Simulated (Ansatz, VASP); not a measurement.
## Cd3SnS4 in VASP and in Ansatz

```
CELL_PARAMETERS angstrom
5.62384 -0.00180 0.00064
-0.00172 5.61660 -0.00110
-2.80986 -2.80839 5.52366
ATOMIC_POSITIONS crystal
Cd 0.50160 0.49926 0.00007
Cd 0.25136 0.74994 0.50016
Cd 0.75096 0.24963 0.50005
Sn 0.00105 0.00006 0.99993
S 0.49638 0.00003 0.99993
S 0.99935 0.50075 0.00011
S 0.25782 0.25814 0.51601
S 0.74149 0.74219 0.48373
```

Change from the starting cell: cell x1, atoms moved at random (sigma 0.05 Å) and cell strained at random (1.5 %), then relaxed without symmetry.

Alike in both runs: functional PBE; k mesh 4 × 4 × 4; occupations gaussian, width 0.2 eV; no spin polarisation.

Ansatz relaxed the structure, and its values are those at the end. VASP's run is a single point on that final structure, the one shown.

|  | VASP | Ansatz |
| --- | --- | --- |
| version | VASP 6.6.1 | Ansatz 0.2.0 |
| potentials or method | VASP PAW PBE potentials, release 64 (Cd, Sn_d, S), cutoff 520 eV | scalar-relativistic, plane waves, PAW |
| valence electrons in the cell | 74 | 98 |

|  | VASP | Ansatz | Ansatz less VASP |
| --- | --- | --- | --- |
| gap on the k mesh at the Fermi level (eV) | none | none | - |
| pressure (GPa) | 0.1 | -0.1 | -0.21 |
| rms of the force components (eV/Å) | 0.006 | 0.004 | -0.0020 |

A gap of «none» marks a metal or a gap that the smearing closes. With one functional, cell and mesh, what is left measures potentials, basis and numerics. VASP's potentials hold 74 valence electrons a cell and Ansatz's 98, so a difference there can come from the potentials and not from the codes.
